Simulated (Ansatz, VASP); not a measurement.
**BeZn2O3 in VASP and in Ansatz**

```xyz
6
Lattice="3.3291 0.0000 0.0000 -1.6646 2.8831 0.0000 0.0000 0.0000 6.5485" Properties=species:S:1:pos:R:3 pbc="T T T"
Be    1.6646    0.9610    0.0000
Zn    0.0000    1.9221    1.5901
Zn    0.0000    1.9221    4.9584
O     1.6646    0.9610    3.2743
O     0.0000    0.0000    0.0000
O     0.0000    0.0000    3.2743
```

Change from the starting cell: species swapped into the Ce2Si3Ni type (P-6m2, No. 187).

Alike in both runs: task relaxation of cell and atoms; functional PBE; k mesh 4 × 4 × 2; occupations gaussian, width 0.15 eV; no spin polarisation.

|  | VASP | Ansatz |
| --- | --- | --- |
| version | VASP 6.6.1 | Ansatz 0.2.0 |
| potentials or method | VASP PAW PBE potentials, release 64 (Be, Zn, O), cutoff 600 eV | scalar-relativistic, plane waves, PAW |
| valence electrons in the cell | 44 | 44 |

|  | VASP | Ansatz | Ansatz less VASP |
| --- | --- | --- | --- |
| gap on the k mesh at the Fermi level, each at its own relaxed structure (eV) | none | none | - |
| relaxed volume (Å³/atom) | 11.46 | 11.51 | +0.042 |
| relaxed cell length with the largest relative difference (Å) | 6.834 | 6.963 | +0.1291 |

A gap of «none» marks a metal or a gap that the smearing closes.

The k mesh is coarse, so the values compare programs but aren't converged.
